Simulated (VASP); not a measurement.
# AlN (F-43m) in VASP: notebook

AlN is run at these levels: LDA; tasks: single point.

Everything below comes from runs of VASP 6.6.1. Logs are shortened: lines on timing, memory, paths and dates and some standing lists are left out, and cuts for length are marked.

## (1) The cell of the first run

It takes space group F-43m (No. 216, cubic). Conventional cell: a = 4.342 Å, b = 4.342 Å, c = 4.342 Å, α = 90.00°, β = 90.00°, γ = 90.00°. Al (site symmetry -43m) has 4 N at 1.88 Å within 2.5 Å. N (site symmetry -43m) has 4 Al at 1.88 Å within 2.5 Å.

## (2) Single point, LDA (volume scaled by 1.000 of the coarse rest volume)

INCAR reads:

```
SYSTEM = AlN
ALGO = Normal
EDIFF = 1E-6
ENCUT = 520
GGA = CA
ISIF = 2
ISMEAR = 0
LASPH = .TRUE.
LCHARG = .FALSE.
LREAL = .FALSE.
LWAVE = .FALSE.
NBANDS = 11
NELM = 100
PREC = Accurate
SIGMA = 0.02
```

KPOINTS reads:

```
k-points
0
G
  6 6 6
  0 0 0
```

POSCAR reads:

```
AlN
1.0
    0.0000000000      2.1710000000      2.1710000000
    2.1710000000      0.0000000000      2.1710000000
    2.1710000000      2.1710000000      0.0000000000
Al N
1 1
Direct
    0.0000000000      0.0000000000      0.0000000000
    0.2500000000      0.2500000000      0.2500000000
```

Potentials or basis: VASP PAW LDA potentials, release 64 (Al, N).

The run is started by

```sh
$ cat potpaw_LDA.64/Al/POTCAR potpaw_LDA.64/N/POTCAR > POTCAR
$ mpirun -np 1 vasp_std > vasp.out
```

OUTCAR:

```text
SYSTEM = AlN
   EDIFF = 1E-6
   ENCUT = 520
   GGA = CA
   ISIF = 2
   ISMEAR = 0
   LASPH = .TRUE.
   LREAL = .FALSE.
   NELM = 100
   PREC = Accurate

 ion  position               nearest neighbor table
   1  0.000  0.000  0.000-   2 1.88   2 1.88   2 1.88   2 1.88
   2  0.250  0.250  0.250-   1 1.88   1 1.88   1 1.88   1 1.88

  LATTYP: Found a face centered cubic cell.
 ALAT       =     4.3420000000

  Lattice vectors:

 A1 = (   0.0000000000,   2.1710000000,   2.1710000000)
 A2 = (   2.1710000000,   0.0000000000,   2.1710000000)
 A3 = (   2.1710000000,   2.1710000000,   0.0000000000)

Analysis of symmetry for initial positions (statically):
=====================================================================
 Subroutine PRICEL returns:
 Original cell was already a primitive cell.

 Routine SETGRP: Setting up the symmetry group for a
 face centered cubic supercell.

 Subroutine GETGRP returns: Found 24 space group operations
 (whereof 24 operations were pure point group operations)
 out of a pool of 48 trial point group operations.

The static configuration has the point symmetry T_d .

Analysis of symmetry for dynamics (positions and initial velocities):
=====================================================================
 Subroutine PRICEL returns:
 Original cell was already a primitive cell.

 Routine SETGRP: Setting up the symmetry group for a
 face centered cubic supercell.

 Subroutine GETGRP returns: Found 24 space group operations
 (whereof 24 operations were pure point group operations)
 out of a pool of 48 trial point group operations.

The dynamic configuration has the point symmetry T_d .

 Subroutine INISYM returns: Found 24 space group operations
 (whereof 24 operations are pure point group operations),
 and found     1 'primitive' translations

----------------------------------------------------------------------------------------

                                     Primitive cell

  volume of cell :      20.4649

  direct lattice vectors                    reciprocal lattice vectors
     0.000000000  2.171000000  2.171000000    -0.230308614  0.230308614  0.230308614
     2.171000000  0.000000000  2.171000000     0.230308614 -0.230308614  0.230308614
     2.171000000  2.171000000  0.000000000     0.230308614  0.230308614 -0.230308614

  length of vectors
     3.070257644  3.070257644  3.070257644     0.398906220  0.398906220  0.398906220

  position of ions in fractional coordinates (direct lattice)
     0.000000000  0.000000000  0.000000000
     0.250000000  0.250000000  0.250000000

  ion indices of the primitive-cell ions
   primitive index   ion index
                 1           1
                 2           2

----------------------------------------------------------------------------------------

 KPOINTS: k-points

Automatic generation of k-mesh.
 Grid dimensions read from file:
 generate k-points for:    6    6    6

 Generating k-lattice:

  Cartesian coordinates                     Fractional coordinates (reciprocal lattice)
    -0.038384769  0.038384769  0.038384769     0.166666667  0.000000000  0.000000000
     0.038384769 -0.038384769  0.038384769     0.000000000  0.166666667  0.000000000
     0.038384769  0.038384769 -0.038384769     0.000000000  0.000000000  0.166666667

  Length of vectors
     0.066484370  0.066484370  0.066484370

  Shift w.r.t. Gamma in fractional coordinates (k-lattice)
     0.000000000  0.000000000  0.000000000

 Subroutine IBZKPT returns following result:
 ===========================================

 Found     16 irreducible k-points:

 Following reciprocal coordinates:
            Coordinates               Weight
  0.000000  0.000000  0.000000      1.000000
  0.166667  0.000000  0.000000      8.000000
  0.333333  0.000000  0.000000      8.000000
  0.500000  0.000000  0.000000      4.000000
  0.166667  0.166667  0.000000      6.000000
  0.333333  0.166667  0.000000     24.000000
[... 8 lines left out ...]
 -0.333333  0.333333  0.166667     24.000000
 -0.333333  0.500000  0.166667     12.000000
   k-points           NKPTS =     16   k-points in BZ     NKDIM =     16   number of bands    NBANDS=     11
   number of dos      NEDOS =    301   number of ions     NIONS =      2
   total plane-waves  NPLWV =  13824
   dimension x,y,z NGX =    24 NGY =   24 NGZ =   24
   dimension x,y,z NGXF=    48 NGYF=   48 NGZF=   48
   ions per type =               1   1
   NGX,Y,Z   is equivalent  to a cutoff of  13.00, 13.00, 13.00 a.u.
   NGXF,Y,Z  is equivalent  to a cutoff of  25.99, 25.99, 25.99 a.u.
 SYSTEM =  AlN
   PREC   = accura    normal or accurate (medium, high low for compatibility)
   ISTART =      0    job   : 0-new  1-cont  2-samecut
   ICHARG =      2    charge: 1-file 2-atom 10-const
   ISPIN  =      1    spin polarized calculation?
   LNONCOLLINEAR =      F non collinear calculations
   LSORBIT =      F    spin-orbit coupling
   LASPH  =      T    aspherical Exc in radial PAW
   ENCUT  =  520.0 eV  38.22 Ry    6.18 a.u.   5.71  5.71  5.71*2*pi/ulx,y,z
   NELM   =    100;   NELMIN=  2; NELMDL= -5     # of ELM steps
   EDIFF  = 0.1E-05   stopping-criterion for ELM
   LREAL  =      F    real-space projection
   EDIFFG = 0.1E-04   stopping-criterion for IOM
   NSW    =      0    number of steps for IOM
   IBRION =     -1    ionic relax: 0-MD 1-quasi-New 2-CG
   NFREE  =      0    steps in history (QN), initial steepest desc. (CG)
   ISIF   =      2    stress and relaxation
   ISYM   =      2    0-nonsym 1-usesym 2-fastsym
   POTIM  = 0.5000    time-step for ionic-motion
   TEBEG  =    0.0;   TEEND  =   0.0 temperature during run
   PSTRESS=    0.0 pullay stress
   NELECT =       8.0000    total number of electrons
   NUPDOWN=      -1.0000    fix difference up-down
   EMIN   =  10.00;   EMAX   =-10.00  energy-range for DOS
   EFERMI =   0.00;   METHOD = LEGACY
   ISMEAR =     0;   SIGMA  =   0.02  broadening in eV -4-tet -1-fermi 0-gaus
   EFERMI_NEDOS =   21; number of points for ismear=-14 and -15
   IALGO  =     38    algorithm
   IMIX   =      4    mixing-type and parameters
     AMIX     =   0.40;   BMIX     =  1.00
     AMIX_MAG =   1.60;   BMIX_MAG =  1.00
  volume/ion in A,a.u.               =      10.23        69.05
  Fermi-wavevector in a.u.,A,eV,Ry     =   1.197021  2.262041 19.495225  1.432859
  Thomas-Fermi vector in A             =   2.332946
   LORBIT       =      0    0 simple, 1 ext, 2 COOP (PROOUT), +10 PAW based schemes
   GGA     = CA    functional components
   LHFCALC =     F    Hartree Fock is set to
   AEXX    =    0.0000 exact exchange contribution
   IVDW    =     0    specifies the selected vdW correction
   LEPSILON=     F    determine dielectric tensor
   LRPA    =     F    only Hartree local field effects (RPA)
 non-spin polarized calculation
 Gauss-broadening in eV      SIGMA  =   0.02
  energy-cutoff  :      520.00
  volume of cell :       20.46
 maximum number of plane-waves:       568
   NGX = 11   NGY = 11   NGZ = 11

 number of electron       8.0000000 magnetization

 Free energy of the ion-electron system (eV)
  ---------------------------------------------------
  ext. energy  EPLUGINS =         0.00000000
  ---------------------------------------------------
  free energy    TOTEN  =       -16.37353885 eV

  energy without entropy =      -16.37353885  energy(sigma->0) =      -16.37353885

 E-fermi :   6.0348     XC(G=0): -11.3441

 val. band max:        5.8812175771   @ k =   0.0000   0.0000   0.0000
 cond. band min:       9.1095107127   @ k =   0.5000   0.5000   0.0000
 fundamental gap:      3.2282931356
 Fermi energy:         6.0347659167

 k-point     1 :       0.0000    0.0000    0.0000
  band No.  band energies     occupation
      1      -9.0478      2.00000
      2       5.8812      2.00000
      3       5.8812      2.00000
      4       5.8812      2.00000
      5      10.2752      0.00000
      6      18.3889      0.00000
      7      18.3889      0.00000
      8      18.3889      0.00000
      9      23.5446      0.00000
     10      23.5446      0.00000
     11      24.9640      0.00000

 k-point     2 :       0.1667    0.0000    0.0000
  band No.  band energies     occupation
      1      -8.6326      2.00000
      2       4.0247      2.00000
      3       5.7467      2.00000
      4       5.7467      2.00000
      5      11.6526      0.00000
      6      17.4947      0.00000
      7      18.5558      0.00000
      8      18.5558      0.00000
      9      21.7272      0.00000
     10      21.7272      0.00000
     11      23.5272      0.00000

 k-point     3 :       0.3333    0.0000    0.0000
  band No.  band energies     occupation
      1      -7.5909      2.00000
      2       1.2615      2.00000
      3       5.5041      2.00000
      4       5.5041      2.00000
      5      12.9775      0.00000
      6      16.2851      0.00000
      7      17.5455      0.00000
      8      17.5455      0.00000
      9      23.2196      0.00000
     10      23.3770      0.00000
     11      23.3770      0.00000

 k-point     4 :       0.5000    0.0000    0.0000
  band No.  band energies     occupation
      1      -6.8727      2.00000
      2      -0.1057      2.00000
      3       5.3940      2.00000
      4       5.3940      2.00000
      5      13.3108      0.00000
      6      15.7676      0.00000
      7      16.9531      0.00000
      8      16.9531      0.00000
      9      23.8565      0.00000
     10      25.9278      0.00000
     11      25.9278      0.00000
[... 127 lines left out ...]
 k-point    14 :       0.5000    0.3333    0.1667
  band No.  band energies     occupation
      1      -6.8434      2.00000
      2       1.4992      2.00000
      3       3.5062      2.00000
      4       4.6329      2.00000
      5      12.2757      0.00000
      6      16.3057      0.00000
      7      16.8009      0.00000
      8      19.3481      0.00000
      9      21.5979      0.00000
     10      25.8155      0.00000
     11      29.0504      0.00000

 k-point    15 :      -0.3333    0.3333    0.1667
  band No.  band energies     occupation
      1      -6.3412      2.00000
      2       1.1505      2.00000
      3       2.8818      2.00000
      4       4.1898      2.00000
      5      12.3190      0.00000
      6      15.9647      0.00000
      7      17.9352      0.00000
      8      18.9689      0.00000
      9      22.6985      0.00000
     10      24.4555      0.00000
     11      29.9643      0.00000

 k-point    16 :      -0.3333    0.5000    0.1667
  band No.  band energies     occupation
      1      -6.1477      2.00000
      2       1.4740      2.00000
      3       3.0316      2.00000
      4       3.3100      2.00000
      5      11.0730      0.00000
      6      16.1308      0.00000
      7      18.8790      0.00000
      8      18.9353      0.00000
      9      22.4250      0.00000
     10      26.0658      0.00000
     11      30.6519      0.00000

------------------------ aborting loop because EDIFF is reached ----------------------------------------

  FORCE on cell =-STRESS in cart. coord.  units (eV):
  Direction    XX          YY          ZZ          XY          YZ          ZX
  --------------------------------------------------------------------------------------
  -------------------------------------------------------------------------------------
  Total        0.0857062      0.0857062      0.0857062      0.0000000      0.0000000      0.0000000
  in kB        6.7098555      6.7098555      6.7098555      0.0000000      0.0000000      0.0000000
  external PRESSURE =       6.7098555 kB  Pullay stress =       0.0000000 kB

 VOLUME and BASIS-vectors are now :
 -----------------------------------------------------------------------------
  energy-cutoff  :      520.00
  volume of cell :       20.46
      direct lattice vectors                 reciprocal lattice vectors
     0.000000000  2.171000000  2.171000000    -0.230308614  0.230308614  0.230308614
     2.171000000  0.000000000  2.171000000     0.230308614 -0.230308614  0.230308614
     2.171000000  2.171000000  0.000000000     0.230308614  0.230308614 -0.230308614

 POSITION                                       TOTAL-FORCE (eV/Angst)
 -----------------------------------------------------------------------------------
      0.00000      0.00000      0.00000        -0.000000      0.000000     -0.000000
      1.08550      1.08550      1.08550         0.000000     -0.000000      0.000000
 -----------------------------------------------------------------------------------
    total drift:                               -0.000000     -0.000000     -0.000000

  FREE ENERGIE OF THE ION-ELECTRON SYSTEM (eV)
  ---------------------------------------------------
  free  energy   TOTEN  =       -16.3735388452 eV

  energy  without entropy=      -16.3735388452  energy(sigma->0) =      -16.37353885
```

It took 2.3 s on 1 thread of AMD EPYC 9R45 (Zen 5), shared host; peak memory 0.09 GiB.

Results:

```yaml
Free_energy: -16.3735 eV
Pressure: 0.7 GPa
Band_gap_on_the_k_mesh: 3.23 eV, indirect (least direct gap 4.39 eV)
```

Levels at points of the mesh, in eV from the valence-band top:
```csv
k point,band 1,band 2,band 3,band 4,band 5,band 6,band 7,band 8
"(0.00, 0.00, 0.00)",-14.93,0.00,0.00,0.00,4.39,12.51,12.51,12.51
"(0.50, 0.00, 0.00)",-12.75,-5.99,-0.49,-0.49,7.43,9.89,11.07,11.07
"(0.50, 0.50, 0.00)",-12.08,-5.01,-1.81,-1.81,3.23,8.52,13.99,15.71
```

Caveat: the cell differs from its parent crystal (volume scaled by 1.000 of the coarse rest volume). A k mesh can miss the band edges.

## (3) Single point, LDA

This run uses another cell than the first one, of 10.51 Å³/atom, 1.027 times its volume.

INCAR reads:

```
ALGO = Normal ; EDIFF = 1E-6
ENCUT = 600 ; GGA = CA
GGA_COMPAT = False ; ISIF = 2
ISMEAR = 0 ; LASPH = True
LCHARG = False ; LREAL = False
LWAVE = False ; NBANDS = 11
NELM = 120 ; PREC = Accurate
SIGMA = 0.05
```

KPOINTS reads:

```
k-points
0
Gamma
  6 6 6
```

POSCAR reads:

```
AlN
1.0
    0.0000000000      2.1906978614      2.1906978614
    2.1906978614      0.0000000000      2.1906978614
    2.1906978614      2.1906978614      0.0000000000
Al N
1 1
Direct
    0.0000000000      0.0000000000      0.0000000000
    0.2500000000      0.2500000000      0.2500000000
```

Potentials or basis: VASP PAW LDA potentials, release 64 (Al, N).

The run is started by

```sh
$ cat potpaw_LDA.64/Al/POTCAR potpaw_LDA.64/N/POTCAR > POTCAR
$ mpirun -np 1 vasp_std > vasp.out
```

Wall time 5.4 s (1 thread of AMD EPYC 7R43 (Zen 3), shared host); peak memory 0.1 GiB.

Results (log left out):

```
Free energy            : -16.3670 eV
Pressure               : -4.9 GPa
Band gap on the k mesh : 3.22 eV, indirect (least direct gap 4.15 eV)
```

Levels at points of the mesh, in eV from the valence-band top:
```tsv
k point	band 2	band 3	band 4	band 5	band 6	band 7
(0.00, 0.00, 0.00)	0.00	0.00	0.00	4.15	12.24	12.24
(0.50, 0.00, 0.00)	-5.87	-0.48	-0.48	7.18	9.70	10.90
(0.50, 0.50, 0.00)	-4.93	-1.78	-1.78	3.22	8.35	13.63
```

A k mesh can miss the band edges.

## (4) Single point, LDA

INCAR reads:

```
SYSTEM = AlN
PREC = Accurate
ENCUT = 600
EDIFF = 1E-6
ISMEAR = 0
SIGMA = 0.05
LREAL = .FALSE.
LASPH = .TRUE.
NELM = 120
ALGO = Normal
ISIF = 2
LWAVE = .FALSE.
LCHARG = .TRUE.
LELF = .TRUE.
LVHAR = .TRUE.
NBANDS = 11
GGA_COMPAT = .FALSE.
```

KPOINTS reads:

```
regular mesh
0
G
  6 6 6
  0 0 0
```

POSCAR reads:

```
AlN
1.0
    0.0000000000      2.1710113026      2.1710113026
    2.1710113026      0.0000000000      2.1710113026
    2.1710113026      2.1710113026      0.0000000000
Al N
1 1
Direct
    0.0000000000      0.0000000000      0.0000000000
    0.2500000000      0.2500000000      0.2500000000
```

The run is started by

```sh
$ cat potpaw_LDA.64/Al/POTCAR potpaw_LDA.64/N/POTCAR > POTCAR
$ mpirun -np 1 vasp_std > vasp.out
```

Wall time 6.4 s (1 thread of AMD EPYC 7R43 (Zen 3), shared host); peak memory 0.1 GiB.

It converged, with:

| Quantity | Value |
| --- | --- |
| Free energy | -16.3741 eV |
| Pressure | 0.6 GPa |
| Band gap on the k mesh | 3.23 eV, indirect (least direct gap 4.39 eV) |

Levels at points of the mesh, in eV from the valence-band top:
```csv
k point,band 2,band 3,band 4,band 5,band 6,band 7
"(0.00, 0.00, 0.00)",0.00,0.00,0.00,4.39,12.51,12.51
"(0.50, 0.00, 0.00)",-5.99,-0.49,-0.49,7.43,9.89,11.07
"(0.50, 0.50, 0.00)",-5.01,-1.81,-1.81,3.23,8.52,13.99
```

[end of part 1 of 2]
